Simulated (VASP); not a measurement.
## Mo: single point with PBE

Mo:

```xyz
1
Lattice="0.0000 1.9602 1.9602 1.9602 0.0000 1.9602 1.9602 1.9602 0.0000" Properties=species:S:1:pos:R:3 pbc="T T T"
Mo    0.0000    0.0000    0.0000
```

This cell differs from its parent crystal: volume scaled by 0.94.

```yaml
Program: VASP 6.6.1
Task: single point
Functional: PBE
Potentials_or_basis: VASP PAW PBE potentials, release 64 (Mo_sv)
Cutoff: 520 eV
k_mesh: 18 × 18 × 18
Occupations: gaussian, width 0.1 eV
Spin: no spin polarisation
```

```yaml
Pressure: 17.4 GPa
Band_gap_on_the_k_mesh: zero (band 7 reaches 17.10 eV, above the bottom of band 8 at 11.95 eV)
```

Levels at points of the mesh, in eV from the Fermi level:
| k point | band 3 | band 4 | band 5 | band 6 | band 7 | band 8 | band 9 | band 10 | band 11 | band 12 |
| --- | --- | --- | --- | --- | --- | --- | --- | --- | --- | --- |
| (0.00, 0.00, 0.00) | -33.87 | -33.87 | -6.89 | -0.79 | -0.79 | -0.79 | 2.14 | 2.14 | 13.14 | 18.70 |
| (0.50, 0.00, 0.00) | -34.08 | -34.08 | -4.89 | -1.00 | -1.00 | 1.80 | 4.39 | 4.39 | 12.07 | 12.86 |
| (0.50, 0.50, 0.00) | -34.43 | -34.43 | -5.36 | -4.65 | 4.36 | 4.44 | 5.04 | 5.04 | 13.01 | 13.01 |

It took 12 s on 1 thread of Intel(R) Xeon(R) 6975P-C (Granite Rapids), on a shared host, peak memory 0.16 GiB.
